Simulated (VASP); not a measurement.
Input of a VASP 6.6.1 run:

Contents of INCAR:

```
SYSTEM = Mg
ALGO = Fast
EDIFF = 1E-6
ENCUT = 520
GGA = PS
ISIF = 2
ISMEAR = 0
LASPH = .True.
LCHARG = .False.
LREAL = .False.
LWAVE = .False.
NBANDS = 9
NELM = 60
PREC = Accurate
SIGMA = 0.15
```

File KPOINTS:

```
k-points
0
Gamma
  18 18 10
  0 0 0
```

Contents of POSCAR:

```
Mg
1.0
    3.0889238500      0.0000000000      0.0000000000
   -1.5444619250      2.7793106748      0.0000000000
    0.0000000000      0.0000000000      5.2103300000
Mg
2
Direct
    0.3333333333      0.6666666667      0.2500000000
    0.6666666667      0.3333333333      0.7500000000
```

Potentials or basis: VASP PAW PBE potentials, release 64 (Mg).

The run is started by

```console
$ cat potpaw_PBE.64/Mg/POTCAR > POTCAR
$ mpirun -np 1 vasp_std > vasp.out
```

**Question.** Estimate the pressure.

**Answer.** 0.3 GPa.

**Question.** Predict the band gap on the k mesh.

**Answer.** Zero (band 2 reaches 3.76 eV, above the bottom of band 3 at 1.31 eV).

**Question.** Predict the largest force.

**Answer.** 0.029 eV/Å.

Forces in eV/Å, atoms in the order of the input:
```
Mg   0.000  0.029  0.000
Mg   0.000 -0.029  0.000
```

Caveat: the cell differs from its parent crystal (strain -0.0375 x Voigt [1, 0, 0, 0, 0, 0]); the PAW data sets were made with another functional, which shifts forces and pressure a little.
